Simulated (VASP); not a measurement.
Te:

```
Te
1.0
     4.42411    0.00000    0.00000
    -2.21205    3.83139    0.00000
     0.00000    0.00000    5.88424
Te
3
Direct
  0.73100 0.73100 0.00000
  0.00000 0.26900 0.66667
  0.26900 0.00000 0.33333
```

Base run:

```yaml
Program: VASP 6.6.1
Functional: PBEsol
Potentials_or_basis: VASP PAW PBE potentials, release 64 (Te)
Cutoff: 520 eV
k_mesh: 7 × 7 × 5
Occupations: fermi-dirac, width 0.05 eV
Spin: no spin polarisation
```

Its results: band gap on the k mesh 0.58 eV (least direct gap 0.77 eV); pressure 0.1 GPa; largest force 0.236 eV/Å.

Problem. The run is repeated on the same cell with these changes: functional from PBEsol to PBE. What comes out?

Solution. Band gap on the k mesh 0.62 eV (least direct gap 0.80 eV); pressure 2.5 GPa; largest force 0.271 eV/Å.

PBE binds less tightly than PBEsol, so the same cell stands under more pressure.

Caveats: spin-orbit coupling is left out, which moves the levels of the heavy elements; an odd mesh through Γ misses points on the zone boundary, where band edges can lie; the PAW data sets were made with another functional, which shifts forces and pressure a little (at least some runs).
